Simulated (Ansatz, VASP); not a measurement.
# MoS2: VASP beside Ansatz

Contents of INCAR:

```
ALGO     = Normal         # electronic algorithm
EDIFF    = 1E-6           # SCF threshold, eV
ENCUT    = 520            # plane-wave cutoff, eV
GGA      = PE             # functional
ISIF     = 2              # what is computed and relaxed
ISMEAR   = 1              # smearing method
LASPH    = True           # aspherical terms in the spheres
LCHARG   = True           # write CHGCAR
LELF     = True           # ELF
LREAL    = False          # projectors in reciprocal space
LVHAR    = True         
LWAVE    = False          # write WAVECAR
NBANDS   = 35             # bands
NELM     = 100            # most SCF steps
PREC     = Accurate       # precision mode
SIGMA    = 0.15           # smearing width, eV
```

File KPOINTS:

```
k-points
0
Gamma
  8 8 2
```

Contents of POSCAR:

```
MoS2
1.0
    3.1690000000      0.0000000000      0.0000000000
   -1.5845000000      2.7444350000      0.0000000000
    0.0000000000      0.0000000000     12.3240000000
Mo S
2 4
Direct
    0.3333333333      0.6666666667      0.2500000000
    0.6666666667      0.3333333333      0.7500000000
    0.3333333333      0.6666666667      0.6230000000
    0.6666666667      0.3333333333      0.1230000000
    0.3333333333      0.6666666667      0.8770000000
    0.6666666667      0.3333333333      0.3770000000
```

Input for Ansatz:

```yaml
crystal:
  lattice:
    - [3.169, 0.0, 0.0]
    - [-1.5845, 2.744435, 0.0]
    - [0.0, 0.0, 12.324]
  atoms:
    - { symbol: Mo, position: [0.3333333333333333, 0.6666666666666666, 0.25] }
    - { symbol: Mo, position: [0.6666666666666666, 0.3333333333333333, 0.75] }
    - { symbol: S, position: [0.3333333333333333, 0.6666666666666666, 0.623] }
    - { symbol: S, position: [0.6666666666666666, 0.3333333333333333, 0.123] }
    - { symbol: S, position: [0.3333333333333333, 0.6666666666666666, 0.877] }
    - { symbol: S, position: [0.6666666666666666, 0.3333333333333333, 0.377] }
basis:
  ecutwfc: 500.0
kpoints:
  mp_grid:
    grid: [8, 8, 2]
hamiltonian:
  pseudopotentials:
    kind: paw
scf:
  occupations:
    method: cold
    width: 0.15
output:
  stress: true
```

Alike in both runs: task single point; functional PBE; k mesh 8 × 8 × 2; no spin polarisation.

|  | VASP | Ansatz |
| --- | --- | --- |
| version | VASP 6.6.1 | Ansatz 0.2.0 |
| potentials or method | VASP PAW PBE potentials, release 64 (Mo_sv, S), cutoff 520 eV | plane waves, PAW |
| occupations | methfessel-paxton of order 1, width 0.15 eV | cold, width 0.15 eV |
| valence electrons in the cell | 52 | 52 |

|  | VASP | Ansatz | Ansatz less VASP |
| --- | --- | --- | --- |
| pressure (GPa) | 1.9 | 2.0 | +0.13 |
| traceless stress, the component that is largest in VASP (GPa) | 0.24 | 0.28 | +0.038 |
